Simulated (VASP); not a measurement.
Li, 4 atoms in the cell. The structure is trigonal, space group R3 (No. 146). Conventional cell: a = 6.604 Å, b = 6.604 Å, c = 7.163 Å, α = 90.00°, β = 90.00°, γ = 120.00°. Li (site symmetry 1) has 6 Li at 2.63 to 2.94 Å within 3.5 Å. Li (site symmetry 3) has 9 Li at 2.76 to 3.66 Å within 3.7 Å.  This cell differs from its parent crystal: strained and its atoms moved.

```yaml
Program: VASP 6.6.1
Task: single point
Functional: PBE
Potentials_or_basis: VASP PAW PBE potentials, release 64 (Li_sv)
Cutoff: 520 eV
k_mesh: 9 × 9 × 9
Occupations: gaussian, width 0.1 eV
Spin: no spin polarisation
Dipole_correction: no
Further_INCAR_settings: ALGO = Fast; EDIFF = 1e-06; NBANDS = 14
```

Potentials or basis: VASP PAW PBE potentials, release 64 (Li_sv).

Launch:

```bash
$ cat potpaw_PBE.64/Li_sv/POTCAR > POTCAR
$ mpirun -np 1 vasp_std > vasp.out
```

Hardware: 1 thread of Intel(R) Xeon(R) 6975P-C (Granite Rapids), with other jobs on the host.

Problem. How long does it take, and how much memory?

Solution. Run time: 68 s on 1 thread of Intel(R) Xeon(R) 6975P-C (Granite Rapids), on a shared host, peak memory 0.26 GiB. Counts: scf iterations 15, k points 125.
